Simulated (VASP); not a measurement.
CsSnBr3:

```
Cs Sn Br
1.0
     5.84115    0.00000    0.00000
     0.00000    5.84115    0.00000
     0.00000    0.00000    5.84115
Cs Sn Br
1 1 3
Direct
  0.00000 0.00000 0.00000
  0.50000 0.50000 0.50000
  0.50000 0.50000 0.00000
  0.50000 0.00000 0.50000
  0.00000 0.50000 0.50000
```

Base run:

| Property | Result |
| --- | --- |
| Program | VASP 6.6.1 |
| Functional | PBE |
| Potentials or basis | VASP PAW PBE potentials, release 64 (Cs_sv, Sn_d, Br) |
| Cutoff | 500 eV |
| k mesh | 4 × 4 × 4 |
| Occupations | gaussian, width 0.01 eV |
| Spin | no spin polarisation |

Its results: band gap on the k mesh 0.50 eV; pressure 0.7 GPa.

Problem. The run is repeated on the same cell with these changes: functional from PBE to PBE-based screened hybrid with 10 % exact exchange; cutoff from 500 eV to 400 eV; k mesh from 4 × 4 × 4 to 2 × 2 × 2. What comes out?

Solution. Band gap on the k mesh 0.62 eV; pressure 2.0 GPa.

Several settings changed at once.

Caveats: some runs use coarse meshes; spin-orbit coupling is left out, which moves the levels of the heavy elements; semilocal functionals underestimate gaps, and a narrow one can read as zero (at least some runs); the PAW data sets were made with another functional, which shifts forces and pressure a little (at least some runs).

A k mesh can miss the band edges.
